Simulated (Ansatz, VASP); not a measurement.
## Two plane-wave programs on SnO

File POSCAR:

```
SnO
1.0
    3.6485679375      0.0000000000      0.0000000000
    0.0000000000      5.6741040000      0.0000000000
    0.0000000000      0.0000000000      4.2219700000
Sn O
2 2
Direct
    0.0000000000      0.2319090000      0.5131440000
    0.5000000000      0.7680910000      0.0131440000
    0.0000000000      0.8912500000      0.7368570000
    0.5000000000      0.1087500000      0.2368570000
```

INCAR.step1

```
SYSTEM = SnO
PREC = Accurate
ENCUT = 520
ISMEAR = 0
SIGMA = 0.05
LREAL = .False.
LASPH = .True.
NELM = 80
NBANDS = 28
GGA = PE
ALGO = Normal
EDIFF = 1E-4
LWAVE = .True.
LCHARG = .False.
```

Contents of INCAR.step2:

```
SYSTEM = SnO
PREC = Accurate
ENCUT = 520
EDIFF = 1E-6
ISMEAR = 0
SIGMA = 0.05
LREAL = .False.
LASPH = .True.
NELM = 80
ALGO = Normal
ISIF = 2
LWAVE = .False.
LCHARG = .False.
METAGGA = R2SCAN
LMIXTAU = .True.
NBANDS = 28
ISTART = 1
```

File KPOINTS:

```
regular mesh
0
Gamma
  8 6 6
  0 0 0
```

Input for Ansatz:

```yaml
crystal:
  lattice:
    - [3.6485679375, 0.0, 0.0]
    - [0.0, 5.674104, 0.0]
    - [0.0, 0.0, 4.22197]
  atoms:
    - { symbol: Sn, position: [0.0, 0.231909, 0.513144] }
    - { symbol: Sn, position: [0.5, 0.768091, 0.013144] }
    - { symbol: O, position: [0.0, 0.89125, 0.736857] }
    - { symbol: O, position: [0.5, 0.10875, 0.236857] }
basis:
  ecutwfc: 500
kpoints:
  mp_grid: { grid: [8, 6, 6] }
hamiltonian:
  xc: r2scan
scf:
  occupations: { method: gaussian, width: 0.05 }
output:
  forces: true
  stress: true
  eigenvalues: true
  write_density: true
  write_potential: true
  elf: true
  volumetric_format: npy
```

Change from the starting cell: strain +0.0875 x Voigt [1, 0, 0, 0, 0, 0], atoms carried along.

Alike in both runs: task single point; functional r2SCAN; k mesh 8 × 6 × 6; occupations gaussian, width 0.05 eV; no spin polarisation.

|  | VASP | Ansatz |
| --- | --- | --- |
| version | VASP 6.6.1 | Ansatz 0.2.0 |
| potentials or method | VASP PAW PBE potentials, release 64 (Sn_d, O), cutoff 520 eV | scalar-relativistic, plane waves, PAW |
| valence electrons in the cell | 40 | 40 |

|  | VASP | Ansatz | Ansatz less VASP |
| --- | --- | --- | --- |
| gap on the k mesh at the Fermi level (eV) | 1.67 | 1.68 | +0.013 |
| least direct gap on the mesh (eV) | 2.51 | 2.52 | +0.011 |
| pressure (GPa) | -8.1 | -8.4 | -0.32 |
| traceless stress, the component that is largest in VASP (GPa) | -4.40 | -4.44 | -0.036 |
| rms of the force components (eV/Å) | 0.589 | 0.633 | +0.0440 |

VASP's potentials were made for PBE, not for r2SCAN. Atom by atom the forces differ by 0.045 eV/Å (rms over components). The functional is the same, so the differences come from potentials, cutoffs and numerics.
